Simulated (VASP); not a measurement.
# CdS (F-43m) in VASP: single point with HSE06

Aim: the single point of CdS with HSE06.

Everything below comes from runs of VASP 6.6.1. Logs are shortened: lines on timing, memory, paths and dates and some standing lists are left out, and cuts for length are marked.

## Step 1: The cell of the first run

The structure is cubic, space group F-43m (No. 216). The conventional cell has a = 5.927 Å, b = 5.927 Å, c = 5.927 Å, α = 90.00°, β = 90.00°, γ = 90.00°. Cd (site symmetry -43m) has 4 S at 2.57 Å within 3.4 Å. Within 3.4 Å of S (site symmetry -43m) lie 4 Cd at 2.57 Å.

## Step 2: Single point, HSE06

Input file POSCAR:

```
CdS
1.0
    0.0000000000      2.9633438494      2.9633438494
    2.9633438494      0.0000000000      2.9633438494
    2.9633438494      2.9633438494      0.0000000000
Cd S
1 1
Direct
    0.0000000000      0.0000000000      0.0000000000
    0.2500000000      0.2500000000      0.2500000000
```

Input file INCAR.step1:

```
SYSTEM = CdS
PREC = Accurate
ENCUT = 400
EDIFF = 1E-5
ISMEAR = 0
SIGMA = 0.01
LREAL = .FALSE.
LASPH = .TRUE.
NELM = 120
ALGO = Normal
ISIF = 2
LWAVE = .TRUE.
LCHARG = .FALSE.
NBANDS = 16
GGA = PE
GGA_COMPAT = .FALSE.
```

Input file INCAR.step2:

```
SYSTEM = CdS
PREC = Accurate
ENCUT = 400
EDIFF = 1E-6
ISMEAR = 0
SIGMA = 0.01
LREAL = .FALSE.
LASPH = .TRUE.
NELM = 120
ALGO = Normal
ISIF = 2
LWAVE = .FALSE.
LCHARG = .FALSE.
GGA = PE
LHFCALC = .TRUE.
HFSCREEN = 0.2079
PRECFOCK = Normal
NBANDS = 16
ISTART = 1
GGA_COMPAT = .FALSE.
```

Input file KPOINTS:

```
Automatic mesh
0
G
  6 6 6
  0 0 0
```

Potentials or basis: VASP PAW PBE potentials, release 64 (Cd, S).

Started as:

```sh
$ cat potpaw_PBE.64/Cd/POTCAR potpaw_PBE.64/S/POTCAR > POTCAR
$ cp INCAR.step1 INCAR
$ mpirun -np 1 vasp_std > vasp.out
$ cp INCAR.step2 INCAR
$ mpirun -np 1 vasp_std > vasp.out
```

OUTCAR:

```text
SYSTEM = CdS
   PREC = Accurate
   ENCUT = 400
   EDIFF = 1E-6
   ISMEAR = 0
   LREAL = .FALSE.
   LASPH = .TRUE.
   NELM = 120
   ISIF = 2
   GGA = PE
   LHFCALC = .TRUE.
   HFSCREEN = 0.2079
   PRECFOCK = Normal
   ISTART = 1

 ion  position               nearest neighbor table
   1  0.000  0.000  0.000-   2 2.57   2 2.57   2 2.57   2 2.57
   2  0.250  0.250  0.250-   1 2.57   1 2.57   1 2.57   1 2.57

  LATTYP: Found a face centered cubic cell.
 ALAT       =     5.9266876988

  Lattice vectors:

 A1 = (   0.0000000000,   2.9633438494,   2.9633438494)
 A2 = (   2.9633438494,   0.0000000000,   2.9633438494)
 A3 = (   2.9633438494,   2.9633438494,   0.0000000000)

Analysis of symmetry for initial positions (statically):
=====================================================================
 Subroutine PRICEL returns:
 Original cell was already a primitive cell.

 Routine SETGRP: Setting up the symmetry group for a
 face centered cubic supercell.

 Subroutine GETGRP returns: Found 24 space group operations
 (whereof 24 operations were pure point group operations)
 out of a pool of 48 trial point group operations.

The static configuration has the point symmetry T_d .

Analysis of symmetry for dynamics (positions and initial velocities):
=====================================================================
 Subroutine PRICEL returns:
 Original cell was already a primitive cell.

 Routine SETGRP: Setting up the symmetry group for a
 face centered cubic supercell.

 Subroutine GETGRP returns: Found 24 space group operations
 (whereof 24 operations were pure point group operations)
 out of a pool of 48 trial point group operations.

The dynamic configuration has the point symmetry T_d .

 Subroutine INISYM returns: Found 24 space group operations
 (whereof 24 operations are pure point group operations),
 and found     1 'primitive' translations

----------------------------------------------------------------------------------------

                                     Primitive cell

  volume of cell :      52.0447

  direct lattice vectors                    reciprocal lattice vectors
     0.000000000  2.963343849  2.963343849    -0.168728310  0.168728310  0.168728310
     2.963343849  0.000000000  2.963343849     0.168728310 -0.168728310  0.168728310
     2.963343849  2.963343849  0.000000000     0.168728310  0.168728310 -0.168728310

  length of vectors
     4.190801062  4.190801062  4.190801062     0.292246006  0.292246006  0.292246006

  position of ions in fractional coordinates (direct lattice)
     0.000000000  0.000000000  0.000000000
     0.250000000  0.250000000  0.250000000

  ion indices of the primitive-cell ions
   primitive index   ion index
                 1           1
                 2           2

----------------------------------------------------------------------------------------

 KPOINTS: Automatic mesh

Automatic generation of k-mesh.
 Grid dimensions read from file:
 generate k-points for:    6    6    6

 Generating k-lattice:

  Cartesian coordinates                     Fractional coordinates (reciprocal lattice)
    -0.028121385  0.028121385  0.028121385     0.166666667  0.000000000  0.000000000
     0.028121385 -0.028121385  0.028121385     0.000000000  0.166666667  0.000000000
     0.028121385  0.028121385 -0.028121385     0.000000000  0.000000000  0.166666667

  Length of vectors
     0.048707668  0.048707668  0.048707668

  Shift w.r.t. Gamma in fractional coordinates (k-lattice)
     0.000000000  0.000000000  0.000000000

 Subroutine IBZKPT returns following result:
 ===========================================

 Found     16 irreducible k-points:

 Following reciprocal coordinates:
            Coordinates               Weight
  0.000000  0.000000  0.000000      1.000000
  0.166667  0.000000  0.000000      8.000000
  0.333333  0.000000  0.000000      8.000000
  0.500000  0.000000  0.000000      4.000000
  0.166667  0.166667  0.000000      6.000000
  0.333333  0.166667  0.000000     24.000000
[... 8 lines left out ...]
 -0.333333  0.333333  0.166667     24.000000
 -0.333333  0.500000  0.166667     12.000000
   k-points           NKPTS =     16   k-points in BZ     NKDIM =    216   number of bands    NBANDS=     16
   number of dos      NEDOS =    301   number of ions     NIONS =      2
   total plane-waves  NPLWV =  21952
   dimension x,y,z NGX =    28 NGY =   28 NGZ =   28
   dimension x,y,z NGXF=    56 NGYF=   56 NGZF=   56
   ions per type =               1   1
   NGX,Y,Z   is equivalent  to a cutoff of  11.11, 11.11, 11.11 a.u.
   NGXF,Y,Z  is equivalent  to a cutoff of  22.21, 22.21, 22.21 a.u.
 SYSTEM =  CdS
   PREC   = accura    normal or accurate (medium, high low for compatibility)
   ISTART =      1    job   : 0-new  1-cont  2-samecut
   ICHARG =      0    charge: 1-file 2-atom 10-const
   ISPIN  =      1    spin polarized calculation?
   LNONCOLLINEAR =      F non collinear calculations
   LSORBIT =      F    spin-orbit coupling
   LASPH  =      T    aspherical Exc in radial PAW
   ENCUT  =  400.0 eV  29.40 Ry    5.42 a.u.   6.83  6.83  6.83*2*pi/ulx,y,z
   NELM   =    120;   NELMIN=  2; NELMDL=  0     # of ELM steps
   EDIFF  = 0.1E-05   stopping-criterion for ELM
   LREAL  =      F    real-space projection
   EDIFFG = 0.1E-04   stopping-criterion for IOM
   NSW    =      0    number of steps for IOM
   IBRION =     -1    ionic relax: 0-MD 1-quasi-New 2-CG
   NFREE  =      0    steps in history (QN), initial steepest desc. (CG)
   ISIF   =      2    stress and relaxation
   ISYM   =      3    0-nonsym 1-usesym 2-fastsym
   POTIM  = 0.5000    time-step for ionic-motion
   TEBEG  =    0.0;   TEEND  =   0.0 temperature during run
   PSTRESS=    0.0 pullay stress
   NELECT =      18.0000    total number of electrons
   NUPDOWN=      -1.0000    fix difference up-down
   EMIN   =  10.00;   EMAX   =-10.00  energy-range for DOS
   EFERMI =   0.00;   METHOD = LEGACY
   ISMEAR =     0;   SIGMA  =   0.01  broadening in eV -4-tet -1-fermi 0-gaus
   EFERMI_NEDOS =   21; number of points for ismear=-14 and -15
   IALGO  =     38    algorithm
   IMIX   =      1    mixing-type and parameters
     AMIX     =   0.40;   BMIX     =  1.00
     AMIX_MAG =   1.60;   BMIX_MAG =  1.00
  volume/ion in A,a.u.               =      26.02       175.61
  Fermi-wavevector in a.u.,A,eV,Ry     =   1.149142  2.171563 17.966859  1.320527
  Thomas-Fermi vector in A             =   2.285813
   LORBIT       =      0    0 simple, 1 ext, 2 COOP (PROOUT), +10 PAW based schemes
   GGA     = PE    functional components
   LHFCALC =     T    Hartree Fock is set to
   PRECFOCK=normal    Normal, Fast or Accurate (Low or Medium for compatibility)
   ENCUT4O =  -1.0   cutoff for four orbital integrals eV
   NKREDX  =     1    reduce k-point grid by
   NKREDY  =     1    reduce k-point grid by
   NKREDZ  =     1    reduce k-point grid by
   AEXX    =    0.2500 exact exchange contribution
   HFSCREEN=    0.2079 screening length (either q_TF or 0.3 A-1)
   HFSCREENC=   0.2079 screening length for correlation (either q_TF or 0.3 A-1)
   ENCUTFOCK=  -1.0 apply spherical cutoff to Coloumb kernel
   IVDW    =     0    specifies the selected vdW correction
   LEPSILON=     F    determine dielectric tensor
   LRPA    =     F    only Hartree local field effects (RPA)
 non-spin polarized calculation
 Gauss-broadening in eV      SIGMA  =   0.01
  energy-cutoff  :      400.00
  volume of cell :       52.04
 maximum number of plane-waves:       960
  NGX = 24; NGY = 24; NGZ = 24

 number of electron      18.0000004 magnetization

 Free energy of the ion-electron system (eV)
  ---------------------------------------------------
  ext. energy  EPLUGINS =         0.00000000
  ---------------------------------------------------
  free energy    TOTEN  =        -7.61400473 eV

  energy without entropy =       -7.61400473  energy(sigma->0) =       -7.61400473

 E-fermi :   0.3690     XC(G=0):  -7.4185

 val. band max:        0.2760066899   @ k =   0.0000   0.0000   0.0000
 cond. band min:       2.3204847283   @ k =   0.0000   0.0000   0.0000
 fundamental gap:      2.0444780384
 Fermi energy:         0.3690433213

 k-point     1 :       0.0000    0.0000    0.0000
  band No.  band energies     occupation
      1     -12.9903      2.00000
      2      -8.4325      2.00000
      3      -8.4325      2.00000
      4      -8.4325      2.00000
      5      -8.0118      2.00000
      6      -8.0118      2.00000
[... 8 lines left out ...]
     15      12.9736      0.00000
     16      12.9736      0.00000

 k-point     2 :       0.1667    0.0000    0.0000
  band No.  band energies     occupation
      1     -12.8876      2.00000
      2      -8.3994      2.00000
      3      -8.3994      2.00000
      4      -8.3239      2.00000
      5      -8.0119      2.00000
      6      -8.0119      2.00000
[... 8 lines left out ...]
     15      12.1201      0.00000
     16      13.1311      0.00000

 k-point     3 :       0.3333    0.0000    0.0000
  band No.  band energies     occupation
      1     -12.6835      2.00000
      2      -8.3451      2.00000
      3      -8.3451      2.00000
      4      -7.9984      2.00000
      5      -7.9984      2.00000
      6      -7.9623      2.00000
[... 8 lines left out ...]
     15      12.5723      0.00000
     16      12.5723      0.00000

 k-point     4 :       0.5000    0.0000    0.0000
  band No.  band energies     occupation
      1     -12.5835      2.00000
      2      -8.3259      2.00000
      3      -8.3259      2.00000
      4      -7.9822      2.00000
      5      -7.9822      2.00000
      6      -7.6381      2.00000
[... 8 lines left out ...]
     15      14.1205      0.00000
     16      14.1205      0.00000
[... 172 lines left out ...]
 k-point    14 :       0.5000    0.3333    0.1667
  band No.  band energies     occupation
      1     -12.5546      2.00000
      2      -8.2668      2.00000
      3      -8.2541      2.00000
      4      -8.0855      2.00000
      5      -7.9784      2.00000
      6      -7.6972      2.00000
[... 8 lines left out ...]
     15      14.4704      0.00000
     16      14.8191      0.00000

 k-point    15 :      -0.3333    0.3333    0.1667
  band No.  band energies     occupation
      1     -12.4915      2.00000
      2      -8.2592      2.00000
      3      -8.2247      2.00000
      4      -8.0472      2.00000
      5      -7.9953      2.00000
      6      -7.4710      2.00000
[... 8 lines left out ...]
     15      13.9150      0.00000
     16      14.9035      0.00000

 k-point    16 :      -0.3333    0.5000    0.1667
  band No.  band energies     occupation
      1     -12.4606      2.00000
      2      -8.2147      2.00000
      3      -8.2004      2.00000
      4      -8.0810      2.00000
      5      -7.9762      2.00000
      6      -7.4404      2.00000
[... 8 lines left out ...]
     15      14.7604      0.00000
     16      14.8178      0.00000

------------------------ aborting loop because EDIFF is reached ----------------------------------------

  FORCE on cell =-STRESS in cart. coord.  units (eV):
  Direction    XX          YY          ZZ          XY          YZ          ZX
  --------------------------------------------------------------------------------------
  -------------------------------------------------------------------------------------
  Total       -0.4470963     -0.4470963     -0.4470963      0.0000000     -0.0000000     -0.0000000
  in kB      -13.7637097    -13.7637097    -13.7637097      0.0000000     -0.0000000     -0.0000000
  external PRESSURE =     -13.7637097 kB  Pullay stress =       0.0000000 kB

 VOLUME and BASIS-vectors are now :
 -----------------------------------------------------------------------------
  energy-cutoff  :      400.00
  volume of cell :       52.04
      direct lattice vectors                 reciprocal lattice vectors
     0.000000000  2.963343849  2.963343849    -0.168728310  0.168728310  0.168728310
     2.963343849  0.000000000  2.963343849     0.168728310 -0.168728310  0.168728310
     2.963343849  2.963343849  0.000000000     0.168728310  0.168728310 -0.168728310

 POSITION                                       TOTAL-FORCE (eV/Angst)
 -----------------------------------------------------------------------------------
      0.00000      0.00000      0.00000        -0.000000     -0.000000     -0.000000
      1.48167      1.48167      1.48167         0.000000      0.000000      0.000000
 -----------------------------------------------------------------------------------
    total drift:                                0.000064      0.000057      0.000041

  FREE ENERGIE OF THE ION-ELECTRON SYSTEM (eV)
  ---------------------------------------------------
  free  energy   TOTEN  =        -7.6140047275 eV

  energy  without entropy=       -7.6140047275  energy(sigma->0) =       -7.61400473
```

Run time: 59 min. Hardware: 1 thread of Intel Xeon 8259CL, shared host; peak memory 0.27 GiB.

What came out:

- Free energy: -7.6140 eV
- Pressure: -1.4 GPa
- Band gap on the k mesh: 2.04 eV

Caveat: the PAW data sets were made with another functional, which shifts forces and pressure a little.
